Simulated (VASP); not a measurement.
# Ba (Im-3m) in VASP: further runs

Runs on Ba. Level: PBE. Tasks: single point.

Program: VASP 6.6.1. These are calculated values, not measurements. Logs are shortened: lines on timing, memory, paths and dates and some standing lists are left out, and cuts for length are marked.

**1. The cell of the first run**

The structure is cubic, space group Im-3m (No. 229). The conventional cell has a = 5.025 Å, b = 5.025 Å, c = 5.025 Å, α = 90.00°, β = 90.00°, γ = 90.00°. Ba (site symmetry m-3m) has 14 Ba at 4.35 to 5.02 Å within 5.7 Å.

**2. Single point, PBE**

Input file INCAR:

```
PREC     = Accurate       # precision mode
ENCUT    = 520            # plane-wave cutoff, eV
EDIFF    = 1E-6           # SCF threshold, eV
ISMEAR   = 0              # smearing method
SIGMA    = 0.3            # smearing width, eV
LREAL    = False          # projectors in reciprocal space
LASPH    = True           # aspherical terms in the spheres
NELM     = 60             # most SCF steps
ALGO     = Normal         # electronic algorithm
ISIF     = 2              # what is computed and relaxed
LWAVE    = False          # write WAVECAR
LCHARG   = False          # write CHGCAR
GGA      = PE             # functional
NBANDS   = 11             # bands
```

Input file KPOINTS:

```
Automatic mesh
0
Gamma
  9 9 9
```

Input file POSCAR:

```
Ba
1.0
   -2.5124914082      2.5124914082      2.5124914082
    2.5124914082     -2.5124914082      2.5124914082
    2.5124914082      2.5124914082     -2.5124914082
Ba
1
Direct
    0.0000000000      0.0000000000      0.0000000000
```

Potentials or basis: VASP PAW PBE potentials, release 64 (Ba_sv).

On the command line:

```sh
$ cat potpaw_PBE.64/Ba_sv/POTCAR > POTCAR
$ mpirun -np 1 vasp_std > vasp.out
```

OUTCAR:

```text
PREC = Accurate
   ENCUT = 520
   EDIFF = 1E-6
   ISMEAR = 0
   LREAL = False
   LASPH = True
   NELM = 60
   ISIF = 2
   GGA = PE

 ion  position               nearest neighbor table
   1  0.000  0.000  0.000-

  LATTYP: Found a body centered cubic cell.
 ALAT       =     5.0249828164

  Lattice vectors:

 A1 = (  -2.5124914082,   2.5124914082,   2.5124914082)
 A2 = (   2.5124914082,  -2.5124914082,   2.5124914082)
 A3 = (   2.5124914082,   2.5124914082,  -2.5124914082)

Analysis of symmetry for initial positions (statically):
=====================================================================
 Subroutine PRICEL returns:
 Original cell was already a primitive cell.

 Routine SETGRP: Setting up the symmetry group for a
 body centered cubic supercell.

 Subroutine GETGRP returns: Found 48 space group operations
 (whereof 48 operations were pure point group operations)
 out of a pool of 48 trial point group operations.

The static configuration has the point symmetry O_h .

Analysis of symmetry for dynamics (positions and initial velocities):
=====================================================================
 Subroutine PRICEL returns:
 Original cell was already a primitive cell.

 Routine SETGRP: Setting up the symmetry group for a
 body centered cubic supercell.

 Subroutine GETGRP returns: Found 48 space group operations
 (whereof 48 operations were pure point group operations)
 out of a pool of 48 trial point group operations.

The dynamic configuration has the point symmetry O_h .

 Subroutine INISYM returns: Found 48 space group operations
 (whereof 48 operations are pure point group operations),
 and found     1 'primitive' translations

----------------------------------------------------------------------------------------

                                     Primitive cell

  volume of cell :      63.4415

  direct lattice vectors                    reciprocal lattice vectors
    -2.512491408  2.512491408  2.512491408     0.000000000  0.199005656  0.199005656
     2.512491408 -2.512491408  2.512491408     0.199005656  0.000000000  0.199005656
     2.512491408  2.512491408 -2.512491408     0.199005656  0.199005656  0.000000000

  length of vectors
     4.351762773  4.351762773  4.351762773     0.281436497  0.281436497  0.281436497

  position of ions in fractional coordinates (direct lattice)
[... 81 lines left out ...]
   IBRION =     -1    ionic relax: 0-MD 1-quasi-New 2-CG
   NFREE  =      0    steps in history (QN), initial steepest desc. (CG)
   ISIF   =      2    stress and relaxation
   ISYM   =      2    0-nonsym 1-usesym 2-fastsym
   POTIM  = 0.5000    time-step for ionic-motion
   TEBEG  =    0.0;   TEEND  =   0.0 temperature during run
   PSTRESS=    0.0 pullay stress
   NELECT =      10.0000    total number of electrons
   NUPDOWN=      -1.0000    fix difference up-down
   EMIN   =  10.00;   EMAX   =-10.00  energy-range for DOS
   EFERMI =   0.00;   METHOD = LEGACY
   ISMEAR =     0;   SIGMA  =   0.30  broadening in eV -4-tet -1-fermi 0-gaus
   EFERMI_NEDOS =   21; number of points for ismear=-14 and -15
   IALGO  =     38    algorithm
   IMIX   =      4    mixing-type and parameters
     AMIX     =   0.40;   BMIX     =  1.00
     AMIX_MAG =   1.60;   BMIX_MAG =  1.00
  volume/ion in A,a.u.               =      63.44       428.12
  Fermi-wavevector in a.u.,A,eV,Ry     =   0.884335  1.671151 10.640419  0.782049
  Thomas-Fermi vector in A             =   2.005222
   LORBIT       =      0    0 simple, 1 ext, 2 COOP (PROOUT), +10 PAW based schemes
   GGA     = PE    functional components
   LHFCALC =     F    Hartree Fock is set to
   AEXX    =    0.0000 exact exchange contribution
   IVDW    =     0    specifies the selected vdW correction
   LEPSILON=     F    determine dielectric tensor
   LRPA    =     F    only Hartree local field effects (RPA)
 non-spin polarized calculation
 Gauss-broadening in eV      SIGMA  =   0.30
  energy-cutoff  :      520.00
  volume of cell :       63.44
 maximum number of plane-waves:      1730
   NGX = 17   NGY = 17   NGZ = 17

 number of electron      10.0000000 magnetization

 Free energy of the ion-electron system (eV)
  ---------------------------------------------------
  ext. energy  EPLUGINS =         0.00000000
  ---------------------------------------------------
  free energy    TOTEN  =        -1.93633264 eV

  energy without entropy =       -1.87576485  energy(sigma->0) =       -1.90604874

 E-fermi :   1.6484     XC(G=0):  -7.3858

 val. band max:        1.5209573192   @ k =  -0.4444  -0.4444   0.2222
 cond. band min:       1.6713328679   @ k =  -0.3333   0.3333   0.3333
 fundamental gap:      0.1503755487
 Fermi energy:         1.6484336634

 k-point     1 :       0.0000    0.0000    0.0000
  band No.  band energies     occupation
      1     -27.2689      2.00000
      2     -12.2228      2.00000
      3     -12.2228      2.00000
      4     -12.2228      2.00000
      5      -1.1228      2.00000
      6       3.4479      0.00000
      7       3.4479      0.00000
      8       3.4479      0.00000
      9       4.8396      0.00000
     10       4.8396      0.00000
     11       8.5384      0.00000
[... 309 lines left out ...]
 k-point    24 :      -0.4444   -0.4444    0.1111
  band No.  band energies     occupation
      1     -27.2193      2.00000
      2     -12.6262      2.00000
      3     -12.4361      2.00000
      4     -12.2946      2.00000
      5       1.2674      1.92751
      6       2.2349      0.00570
      7       2.5709      0.00001
      8       4.0779      0.00000
      9       5.5723      0.00000
     10       7.0181      0.00000
     11       7.4008      0.00000

 [... further k-points ...]

------------------------ aborting loop because EDIFF is reached ----------------------------------------

  FORCE on cell =-STRESS in cart. coord.  units (eV):
  Direction    XX          YY          ZZ          XY          YZ          ZX
  --------------------------------------------------------------------------------------
  -------------------------------------------------------------------------------------
  Total        0.0222396      0.0222396      0.0222396      0.0000000      0.0000000     -0.0000000
  in kB        0.5616478      0.5616478      0.5616478      0.0000000      0.0000000     -0.0000000
  external PRESSURE =       0.5616478 kB  Pullay stress =       0.0000000 kB

 VOLUME and BASIS-vectors are now :
 -----------------------------------------------------------------------------
  energy-cutoff  :      520.00
  volume of cell :       63.44
      direct lattice vectors                 reciprocal lattice vectors
    -2.512491408  2.512491408  2.512491408     0.000000000  0.199005656  0.199005656
     2.512491408 -2.512491408  2.512491408     0.199005656  0.000000000  0.199005656
     2.512491408  2.512491408 -2.512491408     0.199005656  0.199005656  0.000000000

 POSITION                                       TOTAL-FORCE (eV/Angst)
 -----------------------------------------------------------------------------------
      0.00000      0.00000      0.00000         0.000000      0.000000     -0.000000
 -----------------------------------------------------------------------------------
    total drift:                                0.000000      0.000000     -0.000000

  FREE ENERGIE OF THE ION-ELECTRON SYSTEM (eV)
  ---------------------------------------------------
  free  energy   TOTEN  =        -1.9363326354 eV

  energy  without entropy=       -1.8757648464  energy(sigma->0) =       -1.90604874
```

Run time: 24 s. Hardware: 1 thread of AMD EPYC 7R13, shared host; peak memory 0.15 GiB.

Results:

```
Free energy            : -1.9363 eV
Pressure               : 0.1 GPa
Band gap on the k mesh : zero (bands 5 and 6 overlap by 0.91 eV)
```

Levels at points of the mesh, in eV from the Fermi level:
```tsv
k point	band 2	band 3	band 4	band 5	band 6	band 7	band 8	band 9
(0.00, 0.00, 0.00)	-13.87	-13.87	-13.87	-2.77	1.80	1.80	1.80	3.19
```

Caveat: so wide a smearing shifts energies and pressures; spin-orbit coupling is left out, which moves the levels of the heavy elements.

**3. Single point, PBE**

Input file INCAR:

```
PREC = Accurate ; ENCUT = 520
EDIFF = 1E-6 ; ISMEAR = 0
SIGMA = 0.6 ; LREAL = False
LASPH = True ; NELM = 100
ALGO = Normal ; ISIF = 2
LWAVE = False ; LCHARG = False
GGA = PE ; NBANDS = 11
```

Input file KPOINTS:

```
regular mesh
0
Gamma
  9 9 9
```

POSCAR is that of step 2.

Potentials or basis: VASP PAW PBE potentials, release 64 (Ba_sv).

On the command line:

```sh
$ cat potpaw_PBE.64/Ba_sv/POTCAR > POTCAR
$ mpirun -np 1 vasp_std > vasp.out
```

Run time: 26 s. Hardware: 1 thread of AMD EPYC 7R13, shared host; peak memory 0.15 GiB.

The run converged. Its results:

```
Free energy            : -2.0414 eV
Pressure               : 0.2 GPa
Band gap on the k mesh : zero (bands 5 and 6 overlap by 0.91 eV)
```

Levels at points of the mesh, in eV from the Fermi level:
```
           k point  band 3  band 4  band 5  band 6  band 7  band 8
(0.00, 0.00, 0.00)  -13.84  -13.84   -2.76    1.82    1.82    1.82
```

Caveat: so wide a smearing shifts energies and pressures; spin-orbit coupling is left out, which moves the levels of the heavy elements.
